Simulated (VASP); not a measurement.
Set up this calculation in VASP 6.6.1, as the native input.

```
Task                   : single point
Functional             : PBEsol
Potentials or basis    : VASP PAW PBE potentials, release 64 (Zn, Cu)
Cutoff                 : 520 eV
k mesh                 : 20 × 20 × 12
Occupations            : gaussian, width 0.15 eV
Spin                   : no spin polarisation
Dipole correction      : no
Further INCAR settings : ALGO = Fast; EDIFF = 1e-06; NBANDS = 18
```

The structure of ZnCu lies in POSCAR:

```
ZnCu
1.0
    1.4880390000     -2.1212790000      0.0000000000
    1.4880390000      2.1212790000      0.0000000000
    0.0000000000      0.0000000000      4.1407460000
Zn Cu
1 1
Direct
    0.5000000000      0.5000000000      0.5000000000
    0.0000000000      0.0000000000      0.0000000000
```

The input as run:

INCAR

```
PREC     = Accurate       # precision mode
ENCUT    = 520            # plane-wave cutoff, eV
EDIFF    = 1E-6           # SCF threshold, eV
ISMEAR   = 0              # smearing method
SIGMA    = 0.15           # smearing width, eV
LREAL    = False          # projectors in reciprocal space
LASPH    = True           # aspherical terms in the spheres
NELM     = 80             # most SCF steps
ALGO     = Fast           # electronic algorithm
ISIF     = 2              # what is computed and relaxed
LWAVE    = False          # write WAVECAR
LCHARG   = True           # write CHGCAR
GGA      = PS             # functional
LELF     = True           # ELF
LVHAR    = True         
NBANDS   = 18             # bands
```

KPOINTS

```
regular mesh
0
Gamma
  20 20 12
```

Potentials or basis: VASP PAW PBE potentials, release 64 (Zn, Cu).

Launch:

```console
$ cat potpaw_PBE.64/Zn/POTCAR potpaw_PBE.64/Cu/POTCAR > POTCAR
$ mpirun -np 1 vasp_std > vasp.out
```

Results of the run:

| Quantity | Value |
| --- | --- |
| Pressure | -6.1 GPa |
| Band gap on the k mesh | zero (an odd number of electrons rules out a gap without spin polarisation) |

Caveat: the cell stands under tension; the PAW data sets were made with another functional, which shifts forces and pressure a little.

Wall time 4.1 min on 1 thread of Intel(R) Xeon(R) Platinum 8488C (Sapphire Rapids), on a shared host, peak memory 0.46 GiB.
